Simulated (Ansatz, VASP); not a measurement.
# PC4 in VASP and in Ansatz

```
CELL_PARAMETERS angstrom
-2.17753 2.17753 2.17753
2.17753 -2.17753 2.17753
2.17753 2.17753 -2.17753
ATOMIC_POSITIONS crystal
P 0.00000 0.00000 0.00000
C 0.00000 0.00000 0.50000
C 0.50000 0.00000 0.00000
C 0.50000 0.50000 0.50000
C 0.00000 0.50000 0.00000
```

Change from the starting cell: species swapped into the NiHg4 type (Im-3m, No. 229).

Alike in both runs: functional PBE; k mesh 6 × 6 × 6; occupations gaussian, width 0.1 eV; no spin polarisation.

Ansatz relaxed the structure, and its values are those at the end. VASP's run is a single point on that final structure, the one shown.

|  | VASP | Ansatz |
| --- | --- | --- |
| version | VASP 6.6.1 | Ansatz 0.2.0 |
| potentials or method | VASP PAW PBE potentials, release 64 (P, C), cutoff 520 eV | scalar-relativistic, plane waves, PAW |
| valence electrons in the cell | 21 | 21 |

|  | VASP | Ansatz | Ansatz less VASP |
| --- | --- | --- | --- |
| gap on the k mesh at the Fermi level (eV) | none | none | - |
| pressure (GPa) | -0.8 | -0.3 | +0.51 |

A gap of «none» marks a metal or a gap that the smearing closes.
